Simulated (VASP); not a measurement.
Here is a VASP 6.6.1 calculation.

The input INCAR:

```
PREC     = Accurate       # precision mode
ENCUT    = 600            # plane-wave cutoff, eV
EDIFF    = 1E-7           # SCF threshold, eV
ISMEAR   = 0              # smearing method
SIGMA    = 0.1            # smearing width, eV
LREAL    = False          # projectors in reciprocal space
LASPH    = True           # aspherical terms in the spheres
NELM     = 120            # most SCF steps
ALGO     = Normal         # electronic algorithm
ISIF     = 4              # what is computed and relaxed
LWAVE    = False          # write WAVECAR
LCHARG   = False          # write CHGCAR
GGA      = PE             # functional
IBRION   = 2              # ionic algorithm
NSW      = 50             # ionic steps
EDIFFG   = -0.01          # ionic threshold
GGA_COMPAT= False        
NELMIN   = 4
```

The input KPOINTS:

```
regular mesh
0
Gamma
  12 12 8
```

POSCAR

```
CaF
1.0
    3.7741583431      0.0000000000      0.0000000000
    0.0000000000      3.7741583431      0.0000000000
    0.0000000000      0.0000000000      5.4664791894
Ca F
2 2
Direct
    0.5000000000      0.0000000000      0.7649439892
    0.0000000000      0.5000000000      0.2350560108
    0.0000000000      0.0000000000      0.0000000000
    0.5000000000      0.5000000000      0.0000000000
```

Potentials or basis: VASP PAW PBE potentials, release 64 (Ca_sv, F).

Launch:

```bash
$ cat potpaw_PBE.64/Ca_sv/POTCAR potpaw_PBE.64/F/POTCAR > POTCAR
$ mpirun -np 1 vasp_std > vasp.out
```

(1) Estimate the band gap on the k mesh.

## Answers

(1) zero (bands 17 and 18 overlap by 1.30 eV).
